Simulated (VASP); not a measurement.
# Si32PC30 (a cell with a defect) in VASP: further runs

The runs below take Si32PC30 (a cell with a defect) through single point, with PBE.

Everything below comes from runs of VASP 6.6.1. Logs are shortened: lines on timing, memory, paths and dates and some standing lists are left out, and cuts for length are marked.

### Step 1. The cell of the first run

The cell holds a defect, 63 atoms: a = 8.708 Å, b = 8.708 Å, c = 8.708 Å, α = 90.00°, β = 90.00°, γ = 90.00°.

### Step 2. Single point, PBE, collinear spin, zero start

Contents of INCAR:

```
SYSTEM = Si32PC30
PREC = Accurate
ENCUT = 520
EDIFF = 1E-6
ISMEAR = 0
SIGMA = 0.05
LREAL = Auto
LASPH = .TRUE.
NELM = 150
ALGO = Normal
ISIF = 2
LWAVE = .FALSE.
LCHARG = .FALSE.
ISPIN = 2
MAGMOM = 0 0 0 0 0 0 0 0 0 0 0 0 0 0 0 0 0 0 0 0 0 0 0 0 0 0 0 0 0 0 0 0 0 0 0 0 0 0 0 0 0 0 0 0 0 0 0 0 0 0 0 0 0 0 0 0 0 0 0 0 0 0 0
LORBIT = 11
GGA = PE
NBANDS = 168
```

Contents of KPOINTS:

```
Automatic mesh
0
G
  1 1 1
  0 0 0
```

Contents of POSCAR:

```
Si32PC30
1.0
    8.7079860000      0.0000000000      0.0000000000
    0.0000000000      8.7079860000      0.0000000000
    0.0000000000      0.0000000000      8.7079860000
Si C P
32 30 1
Direct
    0.6345085993      0.1150278606      0.1219898608
    0.8726227856      0.3739996826      0.1262516959
    0.8753795654      0.1207427297      0.3771147542
    0.1244618446      0.1245074349      0.1230305147
    0.3380641632      0.4114595499      0.0445055837
    0.6250214458      0.6250606053      0.1230282180
    0.8792165031      0.8703056022      0.1222025391
    0.3754698274      0.1246742932      0.3849739768
    0.6247686893      0.3740057690      0.3849082899
    0.8765250656      0.6225159296      0.3756260058
    0.6259950349      0.1235346497      0.6263654994
    0.8736756122      0.3736227872      0.6232309055
    0.8734333059      0.1216315690      0.8766929575
    0.1300704893      0.6194604585      0.1114580340
    0.3755319542      0.8769012720      0.1262502030
    0.1105132691      0.3516056411      0.3946271847
    0.3979193352      0.6390313443      0.3946307447
    0.6287963715      0.8741358794      0.3771126871
    0.1218292037      0.1143566377      0.6314101791
    0.3757748347      0.3737537015      0.6311840648
    0.6351675347      0.6276884230      0.6314101791
    0.8765017537      0.8730197775      0.6248011882
    0.3758777288      0.1192458279      0.8718327062
    0.6302842012      0.3736441469      0.8718269644
    0.8751625232      0.6247408988      0.8764632832
    0.1269974481      0.8729937095      0.3756280729
    0.1251932422      0.6243267961      0.6231758985
    0.3758951840      0.8758334017      0.6232490498
    0.1153119677      0.3746637856      0.8675350420
    0.3748584345      0.6342066926      0.8675358458
    0.6278938666      0.8760936226      0.8766946800
    0.1247855704      0.8743619937      0.8764651206
    0.4998248734      0.0011247147      0.0023873488
    0.7484091040      0.2497029738      0.0023811476
    0.7544076208     -0.0048794291      0.2518859125
   -0.0000854388     -0.0011442370      0.0004506208
    0.2411005254      0.2399856867     -0.0159784363
    0.5095411270      0.5084182496     -0.0159855562
    0.7506679501      0.7496115635      0.0004470609
    0.2532653360      0.0053817266      0.2507494844
    0.7441408381      0.4962611332      0.2507481064
    0.5030589163     -0.0001829355      0.4995934766
    0.7496840257      0.2464773140      0.4995805000
    0.7511746114     -0.0016492907      0.7501363691
   -0.0045956666      0.4963531177     -0.0004906990
    0.2531769114      0.7541238583     -0.0004916177
   -0.0032717094      0.2465405893      0.2495182009
    0.5029915069      0.7528035759      0.2495170525
    0.0007893903     -0.0040407736      0.4996420527
    0.2487553379      0.2407270751      0.5156766444
    0.5087905516      0.5007756099      0.5156838791
    0.7535688505      0.7487281215      0.4996444643
    0.2510634491     -0.0070351514      0.7507159520
    0.5017807792      0.2477405223      0.7522068823
    0.7565664437      0.4984599194      0.7507141146
    0.0072798693      0.7422446476      0.2476416476
    0.0001931560      0.4979785222      0.5004389075
    0.2515379561      0.7493351505      0.5004443048
   -0.0062469094      0.2458839507      0.7474661764
    0.2484292005      0.5010890004      0.7489230001
    0.5036418295      0.7557687851      0.7474739854
    0.0008248750      0.7487015941      0.7506684094
    0.3063535013      0.4431974282      0.2762482622
```

Potentials or basis: VASP PAW PBE potentials, release 64 (Si, C, P).

On the command line:

```console
cat potpaw_PBE.64/Si/POTCAR potpaw_PBE.64/C/POTCAR potpaw_PBE.64/P/POTCAR > POTCAR
mpirun -np 1 vasp_gam > vasp.out
```

OUTCAR:

```text
SYSTEM = Si32PC30
   PREC = Accurate
   ENCUT = 520
   EDIFF = 1E-6
   ISMEAR = 0
   LREAL = Auto
   LASPH = .TRUE.
   NELM = 150
   ISIF = 2
   ISPIN = 2
   LORBIT = 11
   GGA = PE

 ion  position               nearest neighbor table
   1  0.635  0.115  0.122-  34 1.86  33 1.86  35 1.86  13 2.98  31 2.98   7 3.01   3 3.06  18 3.06
                             2 3.06  15 3.06  24 3.13  23 3.13
   2  0.873  0.374  0.126-  45 1.87  34 1.87  47 1.88  41 1.89  24 3.06   1 3.06  10 3.07   6 3.07
                            25 3.08   4 3.09  29 3.09  13 3.09  14 3.10   3 3.10   9 3.12  16 3.13
   3  0.875  0.121  0.377-  35 1.87  49 1.87  43 1.88  47 1.88  16 2.87  18 3.04  22 3.05   1 3.06
                            11 3.07  12 3.07  26 3.07  19 3.08   4 3.10   9 3.10   2 3.10   7 3.11
   4  0.124  0.125  0.123-  37 1.87  36 1.87  40 1.89  47 1.89  32 3.06  13 3.06  15 3.07   7 3.08
                            16 3.09   2 3.09  23 3.10   3 3.10  26 3.10  29 3.11
   5  0.338  0.411  0.045-  37 1.79  38 1.79  63 2.06  30 2.50  29 2.50  14 2.63  23 2.97  24 2.97

   6  0.625  0.625  0.123-  38 1.87  39 1.87  41 1.89  48 1.89  25 3.06  31 3.06   2 3.07   7 3.08
                            17 3.09  15 3.09  24 3.10  18 3.10  10 3.10  30 3.11
   7  0.879  0.870  0.122-  39 1.87  36 1.87  35 1.91  56 1.92   1 3.01  25 3.03  32 3.03  31 3.06
                            13 3.06   6 3.08   4 3.08  26 3.09  10 3.09  14 3.09  18 3.11   3 3.11
   8  0.375  0.125  0.385-  42 1.85  50 1.88  40 1.89  63 2.99  28 3.00  11 3.03  16 3.04  20 3.05
                             9 3.07  26 3.08  19 3.08  18 3.10  15 3.12
   9  0.625  0.374  0.385-  43 1.85  51 1.88  41 1.89  63 2.99  12 3.00  11 3.03  17 3.04  20 3.05
                             8 3.07  10 3.08  21 3.08   3 3.10   2 3.12
  10  0.877  0.623  0.376-  57 1.88  52 1.88  56 1.90  41 1.93  27 3.06  12 3.06  21 3.06   2 3.07
                            18 3.07  22 3.08   9 3.08  26 3.08   7 3.09   6 3.10  16 3.12
  11  0.626  0.124  0.626-  43 1.88  42 1.88  44 1.88  54 1.88   8 3.03   9 3.03  24 3.05  23 3.05
                            13 3.07  31 3.07  12 3.07  28 3.07   3 3.07  18 3.07  20 3.08  22 3.09
  12  0.874  0.374  0.623-  55 1.86  59 1.87  57 1.88  43 1.88  16 2.87  29 2.99   9 3.00  24 3.03
                            21 3.04  10 3.06  11 3.07   3 3.07  27 3.09  25 3.11  13 3.11  19 3.13
  13  0.873  0.122  0.877-  44 1.87  36 1.88  59 1.88  34 1.90   1 2.98  31 3.02  19 3.04  29 3.05
                            24 3.05   7 3.06   4 3.06  11 3.07  32 3.07  22 3.08   2 3.09  12 3.11
  14  0.130  0.619  0.111-  46 1.86  45 1.86  56 1.92  63 2.60   5 2.63  30 3.01  29 3.01  32 3.02
                            25 3.02   7 3.09  15 3.10   2 3.10
  15  0.376  0.877  0.126-  46 1.87  33 1.87  48 1.88  40 1.89  23 3.06   1 3.06  26 3.07   4 3.07
                            32 3.08   6 3.09  30 3.09  31 3.09  14 3.10  18 3.10   8 3.12  17 3.13
  16  0.111  0.352  0.395-  57 1.84  47 1.85  50 1.87  63 2.15  12 2.87   3 2.87  19 2.92   8 3.04
                             4 3.09  20 3.10  27 3.10  10 3.12   2 3.13
  17  0.398  0.639  0.395-  58 1.84  48 1.85  51 1.87  63 2.15  28 2.87  18 2.87  21 2.92   9 3.04
                             6 3.09  20 3.10  27 3.10  26 3.12  15 3.13
  18  0.629  0.874  0.377-  35 1.87  52 1.87  42 1.88  48 1.88  17 2.87   3 3.04  22 3.05   1 3.06
                            11 3.07  28 3.07  10 3.07  21 3.08   6 3.10   8 3.10  15 3.10   7 3.11
  19  0.122  0.114  0.631-  50 1.86  53 1.86  49 1.87  59 1.89  16 2.92  32 2.99  22 3.00  28 3.04
                            13 3.04  23 3.05  29 3.06  26 3.06   8 3.08   3 3.08  12 3.13
  20  0.376  0.374  0.631-  60 1.87  54 1.88  51 1.89  50 1.89   9 3.05   8 3.05  24 3.05  23 3.05
                            30 3.06  29 3.06  11 3.08  27 3.09  16 3.10  17 3.10
  21  0.635  0.628  0.631-  51 1.86  55 1.86  52 1.87  61 1.89  17 2.92  25 2.99  22 3.00  12 3.04
                            31 3.04  24 3.05  30 3.06  10 3.06   9 3.08  18 3.08  28 3.13
  22  0.877  0.873  0.625-  52 1.87  49 1.87  62 1.88  44 1.89  19 3.00  21 3.00  18 3.05   3 3.05
                            27 3.06  26 3.08  10 3.08  25 3.08  32 3.08  31 3.08  13 3.08  11 3.09
  23  0.376  0.119  0.872-  37 1.85  53 1.87  33 1.87  54 1.88   5 2.97  28 3.03  19 3.05  31 3.05
[... 47 lines left out ...]
  61  0.504  0.756  0.747-  30 1.86  28 1.87  31 1.88  21 1.89
  62  0.001  0.749  0.751-  22 1.88  32 1.89  25 1.89  27 1.89
  63  0.306  0.443  0.276-   5 2.06  17 2.15  16 2.15  14 2.60   9 2.99   8 2.99

  LATTYP: Found a simple cubic cell.
 ALAT       =     8.7079860000

  Lattice vectors:

 A1 = (   8.7079860000,   0.0000000000,   0.0000000000)
 A2 = (   0.0000000000,   8.7079860000,   0.0000000000)
 A3 = (   0.0000000000,   0.0000000000,   8.7079860000)

Analysis of symmetry for initial positions (statically):
=====================================================================
 Subroutine PRICEL returns:
 Original cell was already a primitive cell.

 Routine SETGRP: Setting up the symmetry group for a
 simple cubic supercell.

 Subroutine GETGRP returns: Found  1 space group operations
 (whereof  1 operations were pure point group operations)
 out of a pool of 48 trial point group operations.

The static configuration has the point symmetry C_1 .

[... 246 lines left out ...]
  Fermi-wavevector in a.u.,A,eV,Ry     =   1.189042  2.246964 19.236209  1.413821
  Thomas-Fermi vector in A             =   2.325158
   LORBIT       =     11    0 simple, 1 ext, 2 COOP (PROOUT), +10 PAW based schemes
   GGA     = PE    functional components
   LHFCALC =     F    Hartree Fock is set to
   AEXX    =    0.0000 exact exchange contribution
   IVDW    =     0    specifies the selected vdW correction
   LEPSILON=     F    determine dielectric tensor
   LRPA    =     F    only Hartree local field effects (RPA)
 spin polarized calculation
 Gauss-broadening in eV      SIGMA  =   0.05
  energy-cutoff  :      520.00
  volume of cell :      660.32
 maximum number of plane-waves:      8923
 NGX is ok and might be reduce to    70
   NGX = 33   NGY = 33   NGZ = 33

 number of electron     253.0000005 magnetization       0.0009354

 number of electron     253.0000005 magnetization      -0.0013232

 Free energy of the ion-electron system (eV)
  ---------------------------------------------------
  ext. energy  EPLUGINS =         0.00000000
  ---------------------------------------------------
  free energy    TOTEN  =      -458.13224799 eV

  energy without entropy =     -458.10403894  energy(sigma->0) =     -458.11814347

 E-fermi :   9.4491     XC(G=0): -11.3559

 val. band max:        9.4489493624   @ k =   0.0000   0.0000   0.0000
 cond. band min:       9.4493421555   @ k =   0.0000   0.0000   0.0000
 fundamental gap:      0.0003927932
 Fermi energy:         9.4491457590

 spin component 1

 k-point     1 :       0.0000    0.0000    0.0000
  band No.  band energies     occupation
      1      -7.2974      1.00000
      2      -5.9173      1.00000
      3      -5.7980      1.00000
      4      -5.7831      1.00000
      5      -5.7021      1.00000
      6      -5.5595      1.00000
[... 130 lines left out ...]
    137      12.2269      0.00000
    138      12.3291      0.00000
 Fermi energy:         9.4491457590

 spin component 2

 k-point     1 :       0.0000    0.0000    0.0000
  band No.  band energies     occupation
      1      -7.2974      1.00000
      2      -5.9173      1.00000
      3      -5.7980      1.00000
      4      -5.7832      1.00000
      5      -5.7022      1.00000
      6      -5.5596      1.00000
[... 130 lines left out ...]
    137      12.2269      0.00000
    138      12.3289      0.00000
 [bands above 138 left out]

------------------------ aborting loop because EDIFF is reached ----------------------------------------

  FORCE on cell =-STRESS in cart. coord.  units (eV):
  Direction    XX          YY          ZZ          XY          YZ          ZX
  --------------------------------------------------------------------------------------
  -------------------------------------------------------------------------------------
  Total       26.6271284     26.6249124     38.9599572      5.4939809     -5.2940249      5.2741337
  in kB       64.6073233     64.6019466     94.5313558     13.3304423    -12.8452746     12.7970113
  external PRESSURE =      74.5802085 kB  Pullay stress =       0.0000000 kB

 VOLUME and BASIS-vectors are now :
 -----------------------------------------------------------------------------
  energy-cutoff  :      520.00
  volume of cell :      660.32
      direct lattice vectors                 reciprocal lattice vectors
     8.707986000  0.000000000  0.000000000     0.114837116  0.000000000  0.000000000
     0.000000000  8.707986000  0.000000000     0.000000000  0.114837116  0.000000000
     0.000000000  0.000000000  8.707986000     0.000000000  0.000000000  0.114837116

 POSITION                                       TOTAL-FORCE (eV/Angst)
 -----------------------------------------------------------------------------------
      5.52529      1.00166      1.06229        -0.017855      0.015441      0.012122
      7.59879      3.25678      1.09940         0.001774     -0.019661      0.007969
      7.62279      1.05143      3.28391        -0.011674     -0.031463      0.022594
      1.08381      1.08421      1.07135         0.000810     -0.043302      0.025649
      2.94386      3.58298      0.38755         0.200115     -0.198711     -0.147182
      5.44268      5.44302      1.07133         0.041860     -0.001699      0.025064
[... 55 lines left out ...]
      0.00718      6.51968      6.53681         0.019675     -0.026190      0.014784
      2.66772      3.85936      2.40557        -1.109785      1.107457     -0.283142
 -----------------------------------------------------------------------------------
    total drift:                                0.011658     -0.019039     -0.008498

  FREE ENERGIE OF THE ION-ELECTRON SYSTEM (eV)
  ---------------------------------------------------
  free  energy   TOTEN  =      -458.1322479880 eV

  energy  without entropy=     -458.1040389441  energy(sigma->0) =     -458.11814347

 total charge

# of ion       s       p       d       tot
------------------------------------------
    1        0.729   0.920   0.000   1.649
    2        0.697   0.977   0.000   1.674
    3        0.697   0.982   0.000   1.679
    4        0.695   0.969   0.000   1.664
    5        0.753   1.036   0.000   1.788
    6        0.695   0.969   0.000   1.664
[... 55 lines left out ...]
   62        0.839   1.716   0.000   2.555
   63        1.051   1.670   0.000   2.721
--------------------------------------------------
tot         48.781  84.485   0.000 133.267

 magnetization (x)

# of ion       s       p       d       tot
------------------------------------------
    1        0.000  -0.000   0.000  -0.000
    2        0.000  -0.000   0.000  -0.000
    3        0.000  -0.000   0.000  -0.000
    4        0.000  -0.000   0.000  -0.000
    5       -0.000  -0.000   0.000  -0.000
    6        0.000  -0.000   0.000  -0.000
[... 55 lines left out ...]
   62       -0.000   0.000   0.000  -0.000
   63       -0.000  -0.000   0.000  -0.000
--------------------------------------------------
tot         -0.000  -0.001   0.000  -0.001
```

Run time: 7.3 min. Hardware: 1 thread of Intel Xeon Platinum 8259CL at 2.50GHz (Skylake/Cascade Lake), shared host; peak memory 0.98 GiB.

What came out:

| Item | Value |
| --- | --- |
| Free energy | -458.1322 eV |
| Pressure | 7.5 GPa |
| Largest force | 1.593 eV/Å |
| Net moment | 0.00 μB per cell |
| Valence electrons inside the program's atomic spheres | Si 1.65, 1.67, 1.68, 1.66, 1.79, 1.62, 1.69, 1.71, 1.70 (each value once); C 2.56, 2.57, 2.59, 2.53, 2.51, 2.55 (each value once); P 2.72 |

Forces in eV/Å, atoms in the order of the input:
```
Si  -0.018  0.015  0.012
Si   0.002 -0.020  0.008
Si  -0.012 -0.031  0.023
Si   0.001 -0.043  0.026
Si   0.200 -0.199 -0.147
Si   0.042 -0.002  0.025
Si  -0.014  0.016  0.002
Si   0.152  0.022 -0.075
Si  -0.016 -0.151 -0.074
Si  -0.023 -0.026  0.031
Si   0.022 -0.021  0.002
Si  -0.014  0.002  0.026
Si   0.026 -0.039  0.008
Si  -0.023  0.020  0.125
Si   0.018 -0.003  0.007
Si  -0.169 -0.078  0.080
Si   0.078  0.168  0.083
Si   0.032  0.012  0.021
Si   0.071 -0.006 -0.050
Si  -0.002 -0.002 -0.108
Si   0.006 -0.071 -0.051
Si   0.009 -0.011  0.001
Si   0.013 -0.033 -0.002
Si   0.030 -0.015 -0.003
Si   0.029 -0.027  0.032
Si   0.027  0.023  0.030
Si   0.018 -0.017 -0.041
Si  -0.001  0.015  0.026
Si   0.072  0.017  0.029
Si  -0.018 -0.072  0.027
Si   0.039 -0.027  0.007
Si   0.025 -0.029  0.032
C    0.012  0.002  0.011
C   -0.008 -0.010 -0.002
C   -0.023  0.038  0.023
C    0.019 -0.017  0.006
C    0.033 -0.093  0.039
C    0.098 -0.028  0.044
C    0.024 -0.017  0.011
C    0.041 -0.001 -0.001
C   -0.006 -0.029 -0.001
C    0.038 -0.025  0.023
C    0.026 -0.037  0.030
C    0.016 -0.007  0.011
C    0.086 -0.026  0.064
C    0.029 -0.088  0.063
C   -0.037 -0.072  0.000
C    0.053  0.055  0.002
C    0.011 -0.003  0.009
C    0.061 -0.003 -0.143
C    0.003 -0.062 -0.143
C    0.003 -0.009  0.013
C    0.009 -0.001  0.030
C   -0.011  0.006 -0.014
C   -0.001 -0.019  0.030
C   -0.022  0.023  0.035
C   -0.062 -0.005  0.034
C    0.011  0.062  0.036
C    0.065 -0.015  0.004
C    0.019 -0.027 -0.068
C   -0.001 -0.063  0.008
C    0.020 -0.026  0.015
P   -1.110  1.107 -0.283
```

Stress tensor (GPa, compression positive):
```
 6.46  1.33  1.28
 1.33  6.46 -1.28
 1.28 -1.28  9.45
```

Levels at points of the mesh, in eV from the Fermi level:
Spin up:
| k point | band 123 | band 124 | band 125 | band 126 | band 127 | band 128 | band 129 | band 130 |
| --- | --- | --- | --- | --- | --- | --- | --- | --- |
| (0.00, 0.00, 0.00) | -1.49 | -1.37 | -1.34 | -0.37 | 0.00 | 0.31 | 0.93 | 1.23 |
Spin down:
| k point | band 125 | band 126 | band 127 | band 128 | band 129 | band 130 |
| --- | --- | --- | --- | --- | --- | --- |
| (0.00, 0.00, 0.00) | -1.34 | -0.37 | 0.00 | 0.31 | 0.93 | 1.23 |

Caveat: the k points lie up to 0.72 Å⁻¹ apart; no moment was typed at the start, so none could form.

(Continued in part 2 of 3.)
